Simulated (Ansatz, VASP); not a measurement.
# Cd in VASP and in Ansatz

```
CELL_PARAMETERS angstrom
2.94908 0.00000 0.00000
-1.47454 2.55398 0.00000
0.00000 0.00000 5.61765
ATOMIC_POSITIONS crystal
Cd 0.33333 0.66667 0.25000
Cd 0.66667 0.33333 0.75000
```

Change from the starting cell: strain -0.0100 x Voigt [1, 1, 0, 0, 0, 0], atoms carried along.

Alike in both runs: task single point; functional PBE; k mesh 18 × 18 × 8; occupations gaussian, width 0.15 eV; no spin polarisation.

```csv
,VASP,Ansatz
version,VASP 6.6.1,Ansatz 0.2.0
potentials or method,"VASP PAW PBE potentials, release 64 (Cd), cutoff 520 eV","scalar-relativistic, plane waves, PAW"
valence electrons in the cell,24,40
```

Ansatz gave:

| Quantity | Value |
| --- | --- |
| gap on the k mesh at the Fermi level (eV) | none |
| pressure (GPa) | 4.4 |
| traceless stress, the component that is largest in VASP (GPa) | -0.85 |

Task: Which values does VASP return?

Result: gap on the k mesh at the Fermi level (eV): none; pressure (GPa): 4.8; traceless stress, the component that is largest in VASP (GPa): -1.01.

A gap of «none» marks a metal or a gap that the smearing closes. VASP's potentials hold 24 valence electrons a cell and Ansatz's 40, so a difference there can come from the potentials and not from the codes.
